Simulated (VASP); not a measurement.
A run of VASP 6.6.1 is set up as follows.

INCAR

```
SYSTEM = Os4C
PREC = Accurate ; ENCUT = 520
EDIFF = 1E-6 ; ISMEAR = 0
SIGMA = 0.1 ; LREAL = .FALSE.
LASPH = .TRUE. ; NELM = 60
ALGO = Normal ; ISIF = 2
LWAVE = .FALSE. ; LCHARG = .FALSE.
LDIPOL = .TRUE. ; IDIPOL = 3
DIPOL = 0.5 0.5 0.369 ; GGA = CA
NBANDS = 26
```

File KPOINTS:

```
regular mesh
0
G
  12 12 1
  0 0 0
```

Contents of POSCAR:

```
Os4C
1.0
    2.7145740629      0.0000000000      0.0000000000
   -1.3572870314      2.3508900989      0.0000000000
    0.0000000000      0.0000000000     21.8661488866
Os C
4 1
Direct
    0.6666666667      0.3333333333      0.1829311609
    0.3333333333      0.6666666667      0.2811020214
    0.6666666667      0.3333333333      0.3787246389
    0.3333333333      0.6666666667      0.4740729124
    1.0000000000      1.0000000000      0.5279017877
```

Potentials or basis: VASP PAW LDA potentials, release 64 (Os, C).

The run is started by

```bash
$ cat potpaw_LDA.64/Os/POTCAR potpaw_LDA.64/C/POTCAR > POTCAR
$ mpirun -np 1 vasp_std > vasp.out
```

(1) What does it give for the band gap on the k mesh?

(2) Predict the largest force.

Results:

(1) zero (bands 18 and 19 overlap by 2.40 eV).

(2) 3.404 eV/Å.

Caveat: spin-orbit coupling is left out, which moves the levels of the heavy elements.
